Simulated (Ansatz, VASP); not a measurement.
**V in VASP and in Ansatz**

```
V
1.0
    -1.48313    1.48313    1.48313
     1.48313   -1.48313    1.48313
     1.48313    1.48313   -1.48313
V
1
Direct
  0.00000 0.00000 0.00000
```

Alike in both runs: functional PBEsol; k mesh 10 × 10 × 10; occupations gaussian, width 0.1 eV; no spin polarisation.

Ansatz relaxed the structure, and its values are those at the end. VASP's run is a single point on that final structure, the one shown.

|  | VASP | Ansatz |
| --- | --- | --- |
| version | VASP 6.6.1 | Ansatz 0.2.0 |
| potentials or method | VASP PAW PBE potentials, release 64 (V_sv), cutoff 520 eV | scalar-relativistic, plane waves, PAW |
| valence electrons in the cell | 13 | 13 |

Ansatz gave:

| Item | Value |
| --- | --- |
| gap on the k mesh at the Fermi level (eV) | none |
| pressure (GPa) | -0.2 |

Problem. Which values does VASP return?

Solution. gap on the k mesh at the Fermi level (eV): none; pressure (GPa): 0.0.

VASP's potentials were made for PBE, not for PBEsol, and Ansatz warns of the same on its side. A gap of «none» marks a metal or a gap that the smearing closes.
